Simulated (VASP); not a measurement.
# Ir (P6_3/mmc) in VASP: notebook

Runs on Ir. Level: PBE. Tasks: single point, relaxation of cell and atoms.

Program: VASP 6.6.1. These are calculated values, not measurements. Logs are shortened: lines on timing, memory, paths and dates and some standing lists are left out, and cuts for length are marked.

## Step 1: The cell of the first run

It takes space group P6_3/mmc (No. 194, hexagonal). The conventional cell has a = 2.632 Å, b = 2.632 Å, c = 4.278 Å, α = 90.00°, β = 90.00°, γ = 120.00°. Ir (site symmetry -6m2) has 12 Ir at 2.62 to 2.63 Å within 3.5 Å.

## Step 2: Single point, PBE

The input, INCAR:

```
PREC = Accurate
ENCUT = 520
EDIFF = 1E-6
ISMEAR = -1
SIGMA = 0.05
LREAL = F
LASPH = T
NELM = 80
ALGO = Normal
ISIF = 2
LWAVE = F
LCHARG = F
GGA = PE
NBANDS = 16
```

The input, KPOINTS:

```
Automatic mesh
0
Gamma
  11 11 6
```

The input, POSCAR:

```
Ir
1.0
    2.6322519941      0.0000000000      0.0000000000
   -1.3161259970      2.2795970960      0.0000000000
    0.0000000000      0.0000000000      4.2781867364
Ir
2
Direct
    0.3333333333      0.6666666667      0.2500000000
    0.6666666667      0.3333333333      0.7500000000
```

Potentials or basis: VASP PAW PBE potentials, release 64 (Ir).

The run is started by

```bash
> cat potpaw_PBE.64/Ir/POTCAR > POTCAR
> mpirun -np 1 vasp_std > vasp.out
```

OUTCAR:

```text
PREC = Accurate
   ENCUT = 520
   EDIFF = 1E-6
   ISMEAR = -1
   LREAL = F
   LASPH = T
   NELM = 80
   ISIF = 2
   GGA = PE

 ion  position               nearest neighbor table
   1  0.333  0.667  0.250-   2 2.62   2 2.62   2 2.62   2 2.62   2 2.62   2 2.62
   2  0.667  0.333  0.750-   1 2.62   1 2.62   1 2.62   1 2.62   1 2.62   1 2.62

  LATTYP: Found a hexagonal cell.
 ALAT       =     2.6322519941
 C/A-ratio  =     1.6252952780

  Lattice vectors:

 A1 = (   2.6322519941,   0.0000000000,   0.0000000000)
 A2 = (  -1.3161259970,   2.2795970960,   0.0000000000)
 A3 = (   0.0000000000,   0.0000000000,   4.2781867364)

Analysis of symmetry for initial positions (statically):
=====================================================================
 Subroutine PRICEL returns:
 Original cell was already a primitive cell.

 Routine SETGRP: Setting up the symmetry group for a
 hexagonal supercell.

 Subroutine GETGRP returns: Found 24 space group operations
 (whereof 12 operations were pure point group operations)
 out of a pool of 24 trial point group operations.

The static configuration has the point symmetry D_3d.
 The point group associated with its full space group is D_6h.

Analysis of symmetry for dynamics (positions and initial velocities):
=====================================================================
 Subroutine PRICEL returns:
 Original cell was already a primitive cell.

 Routine SETGRP: Setting up the symmetry group for a
 hexagonal supercell.

 Subroutine GETGRP returns: Found 24 space group operations
 (whereof 12 operations were pure point group operations)
 out of a pool of 24 trial point group operations.

The dynamic configuration has the point symmetry D_3d.
 The point group associated with its full space group is D_6h.

 Subroutine INISYM returns: Found 24 space group operations
 (whereof 12 operations are pure point group operations),
 and found     1 'primitive' translations

----------------------------------------------------------------------------------------

                                     Primitive cell

  volume of cell :      25.6711

  direct lattice vectors                    reciprocal lattice vectors
     2.632251994  0.000000000  0.000000000     0.379902837  0.219337005  0.000000000
    -1.316125997  2.279597096  0.000000000     0.000000000  0.438674010  0.000000000
     0.000000000  0.000000000  4.278186736     0.000000000  0.000000000  0.233743888

[... 82 lines left out ...]
   NELM   =     80;   NELMIN=  2; NELMDL= -5     # of ELM steps
   EDIFF  = 0.1E-05   stopping-criterion for ELM
   LREAL  =      F    real-space projection
   EDIFFG = 0.1E-04   stopping-criterion for IOM
   NSW    =      0    number of steps for IOM
   IBRION =     -1    ionic relax: 0-MD 1-quasi-New 2-CG
   NFREE  =      0    steps in history (QN), initial steepest desc. (CG)
   ISIF   =      2    stress and relaxation
   ISYM   =      2    0-nonsym 1-usesym 2-fastsym
   POTIM  = 0.5000    time-step for ionic-motion
   TEBEG  =    0.0;   TEEND  =   0.0 temperature during run
   PSTRESS=    0.0 pullay stress
   NELECT =      18.0000    total number of electrons
   NUPDOWN=      -1.0000    fix difference up-down
   EMIN   =  10.00;   EMAX   =-10.00  energy-range for DOS
   EFERMI =   0.00;   METHOD = LEGACY
   ISMEAR =    -1;   SIGMA  =   0.05  broadening in eV -4-tet -1-fermi 0-gaus
   EFERMI_NEDOS =   21; number of points for ismear=-14 and -15
   IALGO  =     38    algorithm
   IMIX   =      4    mixing-type and parameters
     AMIX     =   0.40;   BMIX     =  1.00
     AMIX_MAG =   1.60;   BMIX_MAG =  1.00
  volume/ion in A,a.u.               =      12.84        86.62
  Fermi-wavevector in a.u.,A,eV,Ry     =   1.454400  2.748418 28.780128  2.115280
  Thomas-Fermi vector in A             =   2.571555
   LORBIT       =      0    0 simple, 1 ext, 2 COOP (PROOUT), +10 PAW based schemes
   GGA     = PE    functional components
   LHFCALC =     F    Hartree Fock is set to
   AEXX    =    0.0000 exact exchange contribution
   IVDW    =     0    specifies the selected vdW correction
   LEPSILON=     F    determine dielectric tensor
   LRPA    =     F    only Hartree local field effects (RPA)
 non-spin polarized calculation
  energy-cutoff  :      520.00
  volume of cell :       25.67
 maximum number of plane-waves:       705
 NGX is ok and might be reduce to    20
   NGX =  9   NGY =  9   NGZ = 15

 number of electron      18.0000001 magnetization

 Free energy of the ion-electron system (eV)
  ---------------------------------------------------
  ext. energy  EPLUGINS =         0.00000000
  ---------------------------------------------------
  free energy    TOTEN  =       -16.94253393 eV

  energy without entropy =      -16.92164634  energy(sigma->0) =      -16.93209013

 E-fermi :  12.3110     XC(G=0): -14.5738

 val. band max:       12.2844445003   @ k =   0.3636  -0.0000   0.3333
 cond. band min:      12.3181360252   @ k =   0.2727   0.0909   0.3333
 fundamental gap:      0.0336915249
 Fermi energy:        12.3110198230

 k-point     1 :       0.0000    0.0000    0.0000
  band No.  band energies     occupation
      1      -0.0195      2.00000
      2       3.0082      2.00000
      3       7.7028      2.00000
      4       7.8342      2.00000
      5       7.8342      2.00000
      6       8.6089      2.00000
[... 433 lines left out ...]
      3       6.1113      2.00000
      4       6.3642      2.00000
      5       7.4843      2.00000
      6       8.2296      2.00000
[... 8 lines left out ...]
     15      28.6038      0.00000
     16      29.4607      0.00000

 [... further k-points ...]

------------------------ aborting loop because EDIFF is reached ----------------------------------------

  FORCE on cell =-STRESS in cart. coord.  units (eV):
  Direction    XX          YY          ZZ          XY          YZ          ZX
  --------------------------------------------------------------------------------------
  -------------------------------------------------------------------------------------
  Total        9.8469882      9.8469882      9.8621437      0.0000000     -0.0000000      0.0000000
  in kB      614.5662501    614.5662501    615.5121282      0.0000000     -0.0000000      0.0000000
  external PRESSURE =     614.8815428 kB  Pullay stress =       0.0000000 kB

 VOLUME and BASIS-vectors are now :
 -----------------------------------------------------------------------------
  energy-cutoff  :      520.00
  volume of cell :       25.67
      direct lattice vectors                 reciprocal lattice vectors
     2.632251994  0.000000000  0.000000000     0.379902837  0.219337005  0.000000000
    -1.316125997  2.279597096  0.000000000     0.000000000  0.438674010  0.000000000
     0.000000000  0.000000000  4.278186736     0.000000000  0.000000000  0.233743888

 POSITION                                       TOTAL-FORCE (eV/Angst)
 -----------------------------------------------------------------------------------
     -0.00000      1.51973      1.06955         0.000000     -0.000000      0.000000
      1.31613      0.75987      3.20864        -0.000000      0.000000      0.000000
 -----------------------------------------------------------------------------------
    total drift:                                0.000000     -0.000000     -0.000000

  FREE ENERGIE OF THE ION-ELECTRON SYSTEM (eV)
  ---------------------------------------------------
  free  energy   TOTEN  =       -16.9425339298 eV

  energy  without entropy=      -16.9216463358  energy(sigma->0) =      -16.93209013
```

OSZICAR:

```text
N       E                     dE             d eps       ncg     rms          rms(c)
DAV:   1     0.150711252610E+03    0.15071E+03   -0.86593E+03  2048   0.116E+03
DAV:   2    -0.143609632251E+02   -0.16507E+03   -0.14958E+03  2048   0.317E+02
DAV:   3    -0.178890585336E+02   -0.35281E+01   -0.34886E+01  2824   0.562E+01
DAV:   4    -0.179293371503E+02   -0.40279E-01   -0.40274E-01  2352   0.498E+00
DAV:   5    -0.179304796026E+02   -0.11425E-02   -0.11424E-02  2856   0.877E-01    0.291E+01
DAV:   6    -0.171619268982E+02    0.76855E+00   -0.73565E-01  2600   0.115E+01    0.133E+01
DAV:   7    -0.169550760425E+02    0.20685E+00   -0.35088E-01  2752   0.757E+00    0.190E+00
DAV:   8    -0.169427574658E+02    0.12319E-01   -0.11310E-02  2488   0.120E+00    0.251E-01
DAV:   9    -0.169425207230E+02    0.23674E-03   -0.10018E-03  2864   0.413E-01    0.366E-02
DAV:  10    -0.169425321079E+02   -0.11385E-04   -0.15791E-05  2616   0.338E-02    0.201E-02
DAV:  11    -0.169425341760E+02   -0.20680E-05   -0.11134E-06  2152   0.112E-02    0.160E-03
DAV:  12    -0.169425339298E+02    0.24612E-06   -0.18077E-07  1512   0.453E-03
   1 F= -.16942534E+02 E0= -.16932090E+02  d E =-.208876E-01
```

stdout:

```text
POSCAR found type information on POSCAR Ir
 POSCAR found :  1 types and       2 ions
 scaLAPACK will be used
 LDA part: xc-table for (Slater+PW92), standard interpolation
 POSCAR, INCAR and KPOINTS ok, starting setup
 FFT: planning ... GRIDC
 FFT: planning ... GRID_SOFT
 FFT: planning ... GRID
 WAVECAR not read
 entering main loop
```

Wall time 9.6 s (1 thread of Intel Xeon 6975P-C (Granite Rapids), shared host); peak memory 0.15 GiB.

What came out:

```yaml
Free_energy: -16.9425 eV
Pressure: 61.5 GPa
Band_gap_on_the_k_mesh: zero (band 9 reaches 13.49 eV, above the bottom of band 10 at 9.69 eV)
```

Levels at points of the mesh, in eV from the Fermi level:
```
           k point  band 6  band 7  band 8  band 9  band 10  band 11  band 12  band 13
(0.00, 0.00, 0.00)   -3.70   -3.70   -2.74   -2.74    -1.09     0.33     0.33     8.05
(0.00, 0.00, 0.50)   -4.61   -4.61   -4.61   -0.52    -0.52    -0.52    -0.52    13.62
```

Caveat: spin-orbit coupling is left out, which moves the levels of the heavy elements.

## Step 3: Single point, PBE

This run uses another cell than the first one, of 13.29 Å³/atom, 1.035 times its volume.

The input, INCAR:

```
PREC = Accurate
ENCUT = 520
EDIFF = 1E-6
ISMEAR = -1
SIGMA = 0.05
LREAL = False
LASPH = True
NELM = 100
ALGO = Normal
ISIF = 2
LWAVE = False
LCHARG = False
GGA = PE
NBANDS = 16
```

The input, KPOINTS:

```
regular mesh
0
Gamma
  11 11 6
```

The input, POSCAR:

```
Ir
1.0
    2.6634622077      0.0000000000      0.0000000000
   -1.3317311039      2.3066259339      0.0000000000
    0.0000000000      0.0000000000      4.3256702358
Ir
2
Direct
    0.3333333333      0.6666666667      0.2500000000
    0.6666666667      0.3333333333      0.7500000000
```

Potentials or basis: VASP PAW PBE potentials, release 64 (Ir).

The run is started by

```bash
> cat potpaw_PBE.64/Ir/POTCAR > POTCAR
> mpirun -np 1 vasp_std > vasp.out
```

Run time: 9.7 s. Hardware: 1 thread of Intel Xeon 6975P-C (Granite Rapids), shared host; peak memory 0.15 GiB.

The run converged. Its results:

```
Free energy            : -17.2306 eV
Pressure               : 41.1 GPa
Band gap on the k mesh : zero (band 9 reaches 12.76 eV, above the bottom of band 10 at 9.16 eV)
```

Levels at points of the mesh, in eV from the Fermi level:
| k point | band 6 | band 7 | band 8 | band 9 | band 10 | band 11 | band 12 | band 13 |
| --- | --- | --- | --- | --- | --- | --- | --- | --- |
| (0.00, 0.00, 0.00) | -3.51 | -3.51 | -2.61 | -2.61 | -1.00 | 0.31 | 0.31 | 7.70 |
| (0.00, 0.00, 0.50) | -4.37 | -4.37 | -4.37 | -0.50 | -0.50 | -0.50 | -0.50 | 13.65 |

Caveat: spin-orbit coupling is left out, which moves the levels of the heavy elements.

## Step 4: Single point, PBE

This run uses another cell than the first one, of 13.84 Å³/atom, 1.079 times its volume.

The input, INCAR:

```
SYSTEM = Ir
  PREC = Accurate
  ENCUT = 520
  EDIFF = 1E-7
  ISMEAR = -1
  SIGMA = 0.05
  LREAL = .FALSE.
  LASPH = .TRUE.
  NELM = 60
  ALGO = Normal
  ISIF = 2
  LWAVE = .FALSE.
  LCHARG = .TRUE.
  GGA = PE
  LELF = .TRUE.
  LVHAR = .TRUE.
  NBANDS = 16
```

The input, KPOINTS:

```
Automatic mesh
0
G
  11 11 6
  0 0 0
```

The input, POSCAR:

```
Ir
1.0
    2.7011137488      0.0000000000      0.0000000000
   -1.3505568744      2.3392331250      0.0000000000
    0.0000000000      0.0000000000      4.3820680967
Ir
2
Direct
    0.3333333333      0.6666666667      0.2500000000
    0.6666666667      0.3333333333      0.7500000000
```

The run is started by

```bash
> cat potpaw_PBE.64/Ir/POTCAR > POTCAR
> mpirun -np 1 vasp_std > vasp.out
```

It took 11 s on 1 thread of Intel Xeon 6975P-C (Granite Rapids), shared host; peak memory 0.15 GiB.

Results (log left out):

```
Free energy            : -17.4435 eV
Pressure               : 20.8 GPa
Band gap on the k mesh : zero (band 9 reaches 11.92 eV, above the bottom of band 10 at 8.56 eV)
```

Levels at points of the mesh, in eV from the Fermi level:
```tsv
k point	band 5	band 6	band 7	band 8	band 9	band 10	band 11	band 12	band 13	band 14
(0.00, 0.00, 0.00)	-3.97	-3.29	-3.29	-2.46	-2.46	-0.88	0.29	0.29	7.31	14.23
(0.00, 0.00, 0.50)	-4.10	-4.10	-4.10	-4.10	-0.47	-0.47	-0.47	-0.47	13.66	13.66
```

Caveat: spin-orbit coupling is left out, which moves the levels of the heavy elements.

## Step 5: Single point, PBE

This run uses another cell than the first one, of 14.57 Å³/atom, 1.135 times its volume.

The input, INCAR:

```
SYSTEM = Ir
ALGO = Normal
EDIFF = 1E-6
ENCUT = 520
GGA = PE
ISIF = 2
ISMEAR = -1
LASPH = .True.
LCHARG = .True.
LELF = .True.
LREAL = .False.
LVHAR = .True.
LWAVE = .False.
NBANDS = 16
NELM = 60
PREC = Accurate
SIGMA = 0.05
```

The input, KPOINTS:

```
k-points
0
Gamma
  11 11 6
  0 0 0
```

The input, POSCAR:

```
Ir
1.0
    2.7489004462      0.0000000000      0.0000000000
   -1.3744502231      2.3806176189      0.0000000000
    0.0000000000      0.0000000000      4.4527184075
Ir
2
Direct
    0.3333333333      0.6666666667      0.2500000000
    0.6666666667      0.3333333333      0.7500000000
```

The run is started by

```bash
> cat potpaw_PBE.64/Ir/POTCAR > POTCAR
> mpirun -np 1 vasp_std > vasp.out
```

It took 12 s on 1 thread of Intel Xeon 6975P-C (Granite Rapids), shared host; peak memory 0.15 GiB.

Results (log left out):

```
Free energy            : -17.5362 eV
Pressure               : 0.5 GPa
Band gap on the k mesh : zero (band 9 reaches 10.93 eV, above the bottom of band 10 at 7.84 eV)
```

Levels at points of the mesh, in eV from the Fermi level:
```
           k point  band 5  band 6  band 7  band 8  band 9  band 10  band 11  band 12  band 13  band 14
(0.00, 0.00, 0.00)   -3.67   -3.03   -3.03   -2.28   -2.28    -0.72     0.27     0.27     6.85    14.30
(0.00, 0.00, 0.50)   -3.79   -3.79   -3.79   -3.79   -0.45    -0.45    -0.45    -0.45    13.60    13.60
```

Caveat: spin-orbit coupling is left out, which moves the levels of the heavy elements.

## Step 6: Relaxation of cell and atoms, PBE

This run uses another cell than the first one, of 14.07 Å³/atom, 1.096 times its volume.

The input, INCAR:

```
ALGO = Normal
EDIFF = 1E-6
EDIFFG = -0.02
ENCUT = 600
GGA = PE
IBRION = 2
ISIF = 3
ISMEAR = -1
LASPH = True
LCHARG = False
LREAL = False
LWAVE = False
NELM = 100
NSW = 80
PREC = Accurate
SIGMA = 0.05
```

The input, KPOINTS:

```
k-points
0
Gamma
  11 11 6
```

The input, POSCAR:

```
Ir
1.0
    2.7100000000      0.0000000000      0.0000000000
   -1.3550000000      2.3469288443      0.0000000000
    0.0000000000      0.0000000000      4.4254300000
Ir
2
Direct
    0.3333333333      0.6666666667      0.2500000000
    0.6666666667      0.3333333333      0.7500000000
```

Potentials or basis: VASP PAW PBE potentials, release 64 (Ir).

The run is started by

```bash
> cat potpaw_PBE.64/Ir/POTCAR > POTCAR
> mpirun -np 1 vasp_std > vasp.out
```

It took 95 s on 1 thread of Intel Xeon Platinum 8259CL at 2.50GHz (Skylake/Cascade Lake), shared host; peak memory 0.18 GiB.

Results (log left out):

```
Free energy                            : -17.5367 eV
Relaxed volume                         : 14.59 Å³/atom
Relaxed cell                           : a = 2.750 Å, b = 2.750 Å, c = 4.456 Å, α = 90.00°, β = 90.00°, γ = 120.00°
Space group after relaxing (to 0.05 Å) : P6_3/mmc (No. 194)
Energy gained by relaxing              : 22.1 meV/atom
Ionic steps                            : 9
Pressure after relaxing                : 0.0 GPa
Band gap on the k mesh                 : zero (band 9 reaches 10.90 eV, above the bottom of band 10 at 7.81 eV)
```

Step by step:
```tsv
step	energy change (eV)	largest force (eV/Å)	pressure (GPa)	volume (Å³)
1	0.0000	0.0000	13.79	28.15
2	0.4434	0.0000	-32.36	33.37
3	-0.0435	0.0000	-0.85	29.26
4	-0.0437	0.0000	-0.12	29.20
5	-0.0437	0.0000	0.12	29.18
6	-0.0443	0.0000	0.25	29.17
7	-0.0443	0.0000	0.23	29.17
8	-0.0442	0.0000	-0.61	29.24
9	-0.0443	0.0000	0.02	29.19
```

Final structure:
```
Ir
1.0
     2.75033    0.00000    0.00000
    -1.37517    2.38186    0.00000
     0.00000    0.00000    4.45580
Ir
2
Direct
  0.33333 0.66667 0.25000
  0.66667 0.33333 0.75000
```

Levels at points of the mesh, in eV from the Fermi level:
| k point | band 6 | band 7 | band 8 | band 9 | band 10 | band 11 | band 12 | band 13 |
| --- | --- | --- | --- | --- | --- | --- | --- | --- |
| (0.00, 0.00, 0.00) | -3.03 | -3.03 | -2.27 | -2.27 | -0.72 | 0.27 | 0.27 | 6.83 |
| (0.00, 0.00, 0.50) | -3.78 | -3.78 | -3.78 | -0.45 | -0.45 | -0.45 | -0.45 | 13.60 |

Caveat: spin-orbit coupling is left out, which moves the levels of the heavy elements.

## Step 7: The runs side by side

| task | cell | cutoff (eV) | gap on the mesh (eV) | pressure (GPa) |
| --- | --- | --- | --- | --- |
| single point | a = 2.632, b = 2.632, c = 4.278 Å, angles 90.0, 90.0, 120.0°, 2 atoms | 520 | none | 61.5 |
| single point | a = 2.663, b = 2.663, c = 4.326 Å, angles 90.0, 90.0, 120.0°, 2 atoms | 520 | none | 41.1 |
| single point | a = 2.701, b = 2.701, c = 4.382 Å, angles 90.0, 90.0, 120.0°, 2 atoms | 520 | none | 20.8 |
| single point | a = 2.749, b = 2.749, c = 4.453 Å, angles 90.0, 90.0, 120.0°, 2 atoms | 520 | none | 0.5 |
| relaxation of cell and atoms | relaxed from a = 2.710, b = 2.710, c = 4.425 Å, angles 90.0, 90.0, 120.0°, 2 atoms | 600 | none | 0.0 |

Alike in all rows: level PBE; potentials or basis VASP PAW PBE potentials, release 64 (Ir); no spin polarisation; k mesh 11 × 11 × 6; smearing fermi-dirac 0.05 eV.

Caveats: spin-orbit coupling is left out, which moves the levels of the heavy elements.

Total energies depend on the potentials used, so only differences within one code and one set of settings carry meaning.
